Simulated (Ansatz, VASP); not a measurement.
**One calculation of CdIn2O2, two programs**

```
CELL_PARAMETERS angstrom
-3.16076 5.06632 3.14517
3.16076 -5.06632 3.14517
3.16076 5.06632 -3.14517
ATOMIC_POSITIONS crystal
Cd 0.25000 0.25000 0.00000
Cd 0.75000 0.75000 0.00000
In 0.15248 0.53949 0.69197
In 0.34752 0.03949 0.38701
In 0.65248 0.96051 0.61299
In 0.84752 0.46051 0.30803
O 0.14362 0.89123 0.03485
O 0.64362 0.60877 0.25239
O 0.35638 0.39123 0.74761
O 0.85638 0.10877 0.96515
```

Alike in both runs: functional PBE; k mesh 3 × 3 × 3; occupations gaussian, width 0.15 eV; no spin polarisation.

Ansatz relaxed the structure, and its values are those at the end. VASP's run is a single point on that final structure, the one shown.

|  | VASP | Ansatz |
| --- | --- | --- |
| version | VASP 6.6.1 | Ansatz 0.2.0 |
| potentials or method | VASP PAW PBE potentials, release 64 (Cd_sv_GW, In_d, O), cutoff 600 eV | scalar-relativistic, plane waves, PAW |
| valence electrons in the cell | 116 | 116 |

Ansatz gave:

```
gap on the k mesh at the Fermi level (eV) : 0.32
least direct gap on the mesh (eV)         : 0.38
pressure (GPa)                            : -0.1
rms of the force components (eV/Å)        : 0.008
```

Q: Estimate VASP's values.

A: gap on the k mesh at the Fermi level (eV): 0.32; least direct gap on the mesh (eV): 0.38; pressure (GPa): -0.2; rms of the force components (eV/Å): 0.015.

The k mesh is coarse, so the values compare programs but aren't converged.
